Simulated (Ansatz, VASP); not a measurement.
# One calculation of Sc, two programs

```
Sc
1.0
     3.26572    0.05672    0.01326
     1.58240    2.85730    0.01855
     1.60732    0.96109    2.67776
Sc
1
Cartesian
  0.0000 0.0000 0.0000
```

Alike in both runs: functional PBE; k mesh 16 × 16 × 16; occupations gaussian, width 0.1 eV; no spin polarisation.

Ansatz relaxed the structure, and its values are those at the end. VASP's run is a single point on that final structure, the one shown.

```csv
,VASP,Ansatz
version,VASP 6.6.1,Ansatz 0.2.0
potentials or method,"VASP PAW PBE potentials, release 64 (Sc_sv), cutoff 520 eV","scalar-relativistic, plane waves, PAW"
valence electrons in the cell,11,11
```

```csv
,VASP,Ansatz,Ansatz less VASP
gap on the k mesh at the Fermi level (eV),none,none,-
pressure (GPa),0.0,0.0,-0.02
```

A gap of «none» marks a metal or a gap that the smearing closes.
